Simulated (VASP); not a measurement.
A run of VASP 6.6.1:

File INCAR:

```
SYSTEM = Al4FeCo3
PREC = Accurate
ENCUT = 520
EDIFF = 1E-6
ISMEAR = 0
SIGMA = 0.1
LREAL = .False.
LASPH = .True.
NELM = 100
ALGO = Fast
ISIF = 2
LWAVE = .False.
LCHARG = .True.
GGA = PE
LELF = .True.
LVHAR = .True.
NBANDS = 34
```

KPOINTS

```
Automatic mesh
0
Gamma
  8 8 14
  0 0 0
```

The input POSCAR:

```
Al4FeCo3
1.0
    5.7084663000      0.0000000000      0.0000000000
    0.0000000000      5.7084663000      0.0000000000
    0.0000000000      0.0000000000      2.8574821000
Al Fe Co
4 1 3
Direct
    0.7475010000      0.7475010000      0.0000000000
    0.7475010000      0.2524990000      0.0000000000
    0.2524990000      0.7475010000      0.0000000000
    0.2524990000      0.2524990000      0.0000000000
    0.5000000000      0.5000000000      0.5000000000
    0.5000000000      0.0000000000      0.5000000000
    0.0000000000      0.5000000000      0.5000000000
    0.0000000000      0.0000000000      0.5000000000
```

Potentials or basis: VASP PAW PBE potentials, release 64 (Al, Fe, Co).

Command:

```sh
$ cat potpaw_PBE.64/Al/POTCAR potpaw_PBE.64/Fe/POTCAR potpaw_PBE.64/Co/POTCAR > POTCAR
$ mpirun -np 1 vasp_std > vasp.out
```

Hardware: 1 thread of AMD EPYC 9R45 96-Core Processor (Zen 5) (shared host).

Task: How long does it take, and how much memory?

Result: Run time: 4.6 min on 1 thread of AMD EPYC 9R45 96-Core Processor (Zen 5), on a shared host, peak memory 0.42 GiB. Counts: scf iterations 20, k points 120.
